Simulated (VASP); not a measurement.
# Cu3N (Pm-3m) in VASP: notebook

Runs on Cu3N. Level: PBE. Tasks: single point.

All numbers are computed with VASP 6.6.1; they aren't measurements. Logs are shortened: lines on timing, memory, paths and dates and some standing lists are left out, and cuts for length are marked.

**1. The cell of the first run**

It takes space group Pm-3m (No. 221, cubic). The conventional cell has a = 3.752 Å, b = 3.752 Å, c = 3.752 Å, α = 90.00°, β = 90.00°, γ = 90.00°. Cu (site symmetry 4/mmm) has 2 N at 1.88 Å within 2.5 Å. N (site symmetry m-3m) has 6 Cu at 1.88 Å within 2.5 Å.

**2. Single point, PBE**

File INCAR:

```
SYSTEM = Cu3N
PREC     = Accurate       ! precision mode
ENCUT    = 600            ! plane-wave cutoff, eV
EDIFF    = 1E-6           ! SCF threshold, eV
ISMEAR   = 0              ! smearing method
SIGMA    = 0.01           ! smearing width, eV
LREAL    = .FALSE.        ! projectors in reciprocal space
LASPH    = .TRUE.         ! aspherical terms in the spheres
NELM     = 120            ! most SCF steps
ALGO     = Normal         ! electronic algorithm
ISIF     = 2              ! what is computed and relaxed
LWAVE    = .FALSE.        ! write WAVECAR
LCHARG   = .FALSE.        ! write CHGCAR
GGA      = PE             ! functional
NBANDS   = 27             ! bands
GGA_COMPAT= .FALSE.
```

File KPOINTS:

```
regular mesh
0
G
  10 10 10
  0 0 0
```

File POSCAR:

```
Cu3N
1.0
    3.7520539400      0.0000000000      0.0000000000
    0.0000000000      3.7520539400      0.0000000000
    0.0000000000      0.0000000000      3.7520539400
Cu N
3 1
Direct
    0.5000000000      0.0000000000      0.0000000000
    0.0000000000      0.5000000000      0.0000000000
    0.0000000000      0.0000000000      0.5000000000
    0.0000000000      0.0000000000      0.0000000000
```

Potentials or basis: VASP PAW PBE potentials, release 64 (Cu, N).

On the command line:

```console
cat potpaw_PBE.64/Cu/POTCAR potpaw_PBE.64/N/POTCAR > POTCAR
mpirun -np 1 vasp_std > vasp.out
```

OUTCAR:

```text
SYSTEM = Cu3N
   PREC = Accurate
   ENCUT = 600
   EDIFF = 1E-6
   ISMEAR = 0
   LREAL = .FALSE.
   LASPH = .TRUE.
   NELM = 120
   ISIF = 2
   GGA = PE

 ion  position               nearest neighbor table
   1  0.500  0.000  0.000-   4 1.88   4 1.88   2 2.65   3 2.65   2 2.65   2 2.65   3 2.65   3 2.65
                             3 2.65   2 2.65
   2  0.000  0.500  0.000-   4 1.88   4 1.88   1 2.65   3 2.65   1 2.65   3 2.65   3 2.65   3 2.65
                             1 2.65   1 2.65
   3  0.000  0.000  0.500-   4 1.88   4 1.88   1 2.65   1 2.65   2 2.65   2 2.65   2 2.65   2 2.65
                             1 2.65   1 2.65
   4  0.000  0.000  0.000-   1 1.88   2 1.88   3 1.88   3 1.88   2 1.88   1 1.88

  LATTYP: Found a simple cubic cell.
 ALAT       =     3.7520539400

  Lattice vectors:

 A1 = (   3.7520539400,   0.0000000000,   0.0000000000)
 A2 = (   0.0000000000,   3.7520539400,   0.0000000000)
 A3 = (   0.0000000000,   0.0000000000,   3.7520539400)

Analysis of symmetry for initial positions (statically):
=====================================================================
 Subroutine PRICEL returns:
 Original cell was already a primitive cell.

 Routine SETGRP: Setting up the symmetry group for a
 simple cubic supercell.

 Subroutine GETGRP returns: Found 48 space group operations
 (whereof 48 operations were pure point group operations)
 out of a pool of 48 trial point group operations.

The static configuration has the point symmetry O_h .

Analysis of symmetry for dynamics (positions and initial velocities):
=====================================================================
 Subroutine PRICEL returns:
 Original cell was already a primitive cell.

 Routine SETGRP: Setting up the symmetry group for a
 simple cubic supercell.

 Subroutine GETGRP returns: Found 48 space group operations
 (whereof 48 operations were pure point group operations)
 out of a pool of 48 trial point group operations.

The dynamic configuration has the point symmetry O_h .

 Subroutine INISYM returns: Found 48 space group operations
 (whereof 48 operations are pure point group operations),
 and found     1 'primitive' translations

----------------------------------------------------------------------------------------

                                     Primitive cell

  volume of cell :      52.8211

  direct lattice vectors                    reciprocal lattice vectors
     3.752053940  0.000000000  0.000000000     0.266520689  0.000000000  0.000000000
     0.000000000  3.752053940  0.000000000     0.000000000  0.266520689  0.000000000
     0.000000000  0.000000000  3.752053940     0.000000000  0.000000000  0.266520689

  length of vectors
     3.752053940  3.752053940  3.752053940     0.266520689  0.266520689  0.266520689

  position of ions in fractional coordinates (direct lattice)
     0.500000000  0.000000000  0.000000000
     0.000000000  0.500000000  0.000000000
     0.000000000  0.000000000  0.500000000
     0.000000000  0.000000000  0.000000000

  ion indices of the primitive-cell ions
   primitive index   ion index
                 1           1
                 2           2
                 3           3
                 4           4

----------------------------------------------------------------------------------------

 KPOINTS: regular mesh

Automatic generation of k-mesh.
 Grid dimensions read from file:
 generate k-points for:   10   10   10

 Generating k-lattice:

  Cartesian coordinates                     Fractional coordinates (reciprocal lattice)
     0.026652069  0.000000000  0.000000000     0.100000000  0.000000000  0.000000000
     0.000000000  0.026652069  0.000000000     0.000000000  0.100000000  0.000000000
     0.000000000  0.000000000  0.026652069     0.000000000  0.000000000  0.100000000

  Length of vectors
     0.026652069  0.026652069  0.026652069

  Shift w.r.t. Gamma in fractional coordinates (k-lattice)
     0.000000000  0.000000000  0.000000000

 Subroutine IBZKPT returns following result:
 ===========================================

 Found     56 irreducible k-points:

 Following reciprocal coordinates:
            Coordinates               Weight
  0.000000  0.000000  0.000000      1.000000
  0.100000  0.000000  0.000000      6.000000
  0.200000  0.000000  0.000000      6.000000
  0.300000  0.000000  0.000000      6.000000
  0.400000  0.000000  0.000000      6.000000
  0.500000  0.000000  0.000000      3.000000
[... 16 lines left out ...]
  0.200000  0.100000  0.100000     24.000000
  0.300000  0.100000  0.100000     24.000000
 [... further k-points ...]
   k-points           NKPTS =     56   k-points in BZ     NKDIM =     56   number of bands    NBANDS=     27
   number of dos      NEDOS =    301   number of ions     NIONS =      4
   total plane-waves  NPLWV =  27000
   dimension x,y,z NGX =    30 NGY =   30 NGZ =   30
   dimension x,y,z NGXF=    60 NGYF=   60 NGZF=   60
   ions per type =               3   1
   NGX,Y,Z   is equivalent  to a cutoff of  13.29, 13.29, 13.29 a.u.
   NGXF,Y,Z  is equivalent  to a cutoff of  26.58, 26.58, 26.58 a.u.
 SYSTEM =  Cu3N
   PREC   = accura    normal or accurate (medium, high low for compatibility)
   ISTART =      0    job   : 0-new  1-cont  2-samecut
   ICHARG =      2    charge: 1-file 2-atom 10-const
   ISPIN  =      1    spin polarized calculation?
   LNONCOLLINEAR =      F non collinear calculations
   LSORBIT =      F    spin-orbit coupling
   LASPH  =      T    aspherical Exc in radial PAW
   ENCUT  =  600.0 eV  44.10 Ry    6.64 a.u.   7.49  7.49  7.49*2*pi/ulx,y,z
   NELM   =    120;   NELMIN=  2; NELMDL= -5     # of ELM steps
   EDIFF  = 0.1E-05   stopping-criterion for ELM
   LREAL  =      F    real-space projection
   EDIFFG = 0.1E-04   stopping-criterion for IOM
   NSW    =      0    number of steps for IOM
   IBRION =     -1    ionic relax: 0-MD 1-quasi-New 2-CG
   NFREE  =      0    steps in history (QN), initial steepest desc. (CG)
   ISIF   =      2    stress and relaxation
   ISYM   =      2    0-nonsym 1-usesym 2-fastsym
   POTIM  = 0.5000    time-step for ionic-motion
   TEBEG  =    0.0;   TEEND  =   0.0 temperature during run
   PSTRESS=    0.0 pullay stress
   NELECT =      38.0000    total number of electrons
   NUPDOWN=      -1.0000    fix difference up-down
   EMIN   =  10.00;   EMAX   =-10.00  energy-range for DOS
   EFERMI =   0.00;   METHOD = LEGACY
   ISMEAR =     0;   SIGMA  =   0.01  broadening in eV -4-tet -1-fermi 0-gaus
   EFERMI_NEDOS =   21; number of points for ismear=-14 and -15
   IALGO  =     38    algorithm
   IMIX   =      4    mixing-type and parameters
     AMIX     =   0.40;   BMIX     =  1.00
     AMIX_MAG =   1.60;   BMIX_MAG =  1.00
  volume/ion in A,a.u.               =      13.21        89.11
  Fermi-wavevector in a.u.,A,eV,Ry     =   1.466899  2.772038 29.276927  2.151793
  Thomas-Fermi vector in A             =   2.582582
   LORBIT       =      0    0 simple, 1 ext, 2 COOP (PROOUT), +10 PAW based schemes
   GGA     = PE    functional components
   LHFCALC =     F    Hartree Fock is set to
   AEXX    =    0.0000 exact exchange contribution
   IVDW    =     0    specifies the selected vdW correction
   LEPSILON=     F    determine dielectric tensor
   LRPA    =     F    only Hartree local field effects (RPA)
 non-spin polarized calculation
 Gauss-broadening in eV      SIGMA  =   0.01
  energy-cutoff  :      600.00
  volume of cell :       52.82
 maximum number of plane-waves:      1791
 NGX is ok and might be reduce to    30
   NGX = 15   NGY = 15   NGZ = 15

 number of electron      38.0000053 magnetization

 Free energy of the ion-electron system (eV)
  ---------------------------------------------------
  ext. energy  EPLUGINS =         0.00000000
  ---------------------------------------------------
  free energy    TOTEN  =       -18.30150446 eV

  energy without entropy =      -18.30150433  energy(sigma->0) =      -18.30150439

 E-fermi :   5.4948     XC(G=0): -11.0494

 val. band max:        5.4713791565   @ k =   0.5000   0.5000   0.5000
 cond. band min:       5.5182615685   @ k =   0.5000   0.5000   0.0000
 fundamental gap:      0.0468824120
 Fermi energy:         5.4948203670

 k-point     1 :       0.0000    0.0000    0.0000
  band No.  band energies     occupation
      1     -11.8269      2.00000
      2      -0.1061      2.00000
      3       0.4087      2.00000
      4       0.4087      2.00000
      5       0.4087      2.00000
      6       1.3181      2.00000
[... 19 lines left out ...]
     26      18.0345      0.00000
     27      18.0346      0.00000

 k-point     2 :       0.1000    0.0000    0.0000
  band No.  band energies     occupation
      1     -11.7868      2.00000
      2      -0.2393      2.00000
      3       0.2289      2.00000
      4       0.2836      2.00000
      5       0.2836      2.00000
      6       1.3294      2.00000
[... 19 lines left out ...]
     26      17.4225      0.00000
     27      17.5396      0.00000

 k-point     3 :       0.2000    0.0000    0.0000
  band No.  band energies     occupation
      1     -11.6783      2.00000
      2      -0.9280      2.00000
      3       0.0467      2.00000
      4       0.0467      2.00000
      5       0.3499      2.00000
      6       1.3596      2.00000
[... 19 lines left out ...]
     26      16.1572      0.00000
     27      16.6149      0.00000

 k-point     4 :       0.3000    0.0000    0.0000
  band No.  band energies     occupation
      1     -11.5364      2.00000
      2      -1.6839      2.00000
      3      -0.1676      2.00000
      4      -0.1676      2.00000
      5       0.6763      2.00000
      6       1.3988      2.00000
[... 19 lines left out ...]
     26      15.2746      0.00000
     27      15.7541      0.00000
[... 516 lines left out ...]
      4      -0.1731      2.00000
      5       0.3932      2.00000
      6       1.4695      2.00000
[... 19 lines left out ...]
     26      16.1945      0.00000
     27      16.1945      0.00000

 k-point    23 :       0.2000    0.1000    0.1000
  band No.  band energies     occupation
      1     -11.5976      2.00000
      2      -0.9861      2.00000
      3      -0.3902      2.00000
      4      -0.3463      2.00000
      5       0.5455      2.00000
      6       1.4974      2.00000
[... 19 lines left out ...]
     26      15.0939      0.00000
     27      15.7129      0.00000

 k-point    24 :       0.3000    0.1000    0.1000
  band No.  band energies     occupation
      1     -11.4551      2.00000
      2      -1.7224      2.00000
      3      -0.5215      2.00000
      4      -0.5195      2.00000
      5       0.8394      2.00000
      6       1.5436      2.00000
[... 19 lines left out ...]
     26      14.9097      0.00000
     27      16.0322      0.00000

 [... further k-points ...]
[... 5 lines left out ...]
  --------------------------------------------------------------------------------------
  -------------------------------------------------------------------------------------
  Total        2.9053257      2.9053257      2.9053257     -0.0000000      0.0000000     -0.0000000
  in kB       88.1248085     88.1248085     88.1248085     -0.0000000      0.0000000     -0.0000000
  external PRESSURE =      88.1248085 kB  Pullay stress =       0.0000000 kB

 VOLUME and BASIS-vectors are now :
 -----------------------------------------------------------------------------
  energy-cutoff  :      600.00
  volume of cell :       52.82
      direct lattice vectors                 reciprocal lattice vectors
     3.752053940  0.000000000  0.000000000     0.266520689  0.000000000  0.000000000
     0.000000000  3.752053940  0.000000000     0.000000000  0.266520689  0.000000000
     0.000000000  0.000000000  3.752053940     0.000000000  0.000000000  0.266520689

 POSITION                                       TOTAL-FORCE (eV/Angst)
 -----------------------------------------------------------------------------------
      1.87603      0.00000      0.00000         0.000000      0.000000      0.000000
      0.00000      1.87603      0.00000         0.000000      0.000000      0.000000
      0.00000      0.00000      1.87603         0.000000      0.000000      0.000000
      0.00000      0.00000      0.00000         0.000000      0.000000      0.000000
 -----------------------------------------------------------------------------------
    total drift:                                0.000000      0.000000      0.000000

  FREE ENERGIE OF THE ION-ELECTRON SYSTEM (eV)
  ---------------------------------------------------
  free  energy   TOTEN  =       -18.3015044644 eV

  energy  without entropy=      -18.3015043253  energy(sigma->0) =      -18.30150439
```

Run time: 1.8 min. Hardware: 1 thread of Oxide Virtual Turin-like, shared host; peak memory 0.18 GiB.

Results:

- Free energy: -18.3015 eV
- Pressure: 8.8 GPa
- Band gap on the k mesh: 0.05 eV (least direct gap 0.60 eV)

Caveat: the cell stands under pressure; semilocal functionals underestimate gaps, and a narrow one can read as zero. A k mesh can miss the band edges.

**3. Single point, PBE**

File INCAR:

```
ALGO = Normal ; EDIFF = 1E-6
ENCUT = 600 ; GGA = PE
GGA_COMPAT = False ; ISIF = 2
ISMEAR = 0 ; LASPH = True
LCHARG = False ; LREAL = False
LWAVE = False ; NBANDS = 27
NELM = 120 ; PREC = Accurate
SIGMA = 0.01
```

File KPOINTS:

```
k-points
0
Gamma
  10 10 10
```

POSCAR is that of step 2.

Potentials or basis: VASP PAW PBE potentials, release 64 (Cu, N).

On the command line:

```console
cat potpaw_PBE.64/Cu/POTCAR potpaw_PBE.64/N/POTCAR > POTCAR
mpirun -np 1 vasp_std > vasp.out
```

Run time: 2 min. Hardware: 1 thread of Oxide Virtual Turin-like, shared host; peak memory 0.19 GiB.

Results (log left out):

```
Free energy            : -18.3015 eV
Pressure               : 8.8 GPa
Band gap on the k mesh : 0.05 eV (least direct gap 0.60 eV)
```

Levels at points of the mesh, in eV from the valence-band top:
| k point | band 15 | band 16 | band 17 | band 18 | band 19 | band 20 | band 21 | band 22 | band 23 | band 24 |
| --- | --- | --- | --- | --- | --- | --- | --- | --- | --- | --- |
| (0.00, 0.00, 0.00) | -2.52 | -1.95 | -1.95 | -1.95 | -1.91 | 1.14 | 5.49 | 5.49 | 6.68 | 6.68 |
| (0.50, 0.00, 0.00) | -2.51 | -2.33 | -1.95 | -1.51 | -1.51 | 1.71 | 3.38 | 7.10 | 7.32 | 7.32 |
| (0.50, 0.50, 0.00) | -2.57 | -2.29 | -1.15 | -1.15 | -0.74 | 0.05 | 3.77 | 4.94 | 4.94 | 8.35 |
| (0.50, 0.50, 0.50) | -2.00 | -2.00 | 0.00 | 0.00 | 0.00 | 0.66 | 0.66 | 0.66 | 6.14 | 8.34 |

Caveat: the cell stands under pressure; semilocal functionals underestimate gaps, and a narrow one can read as zero.
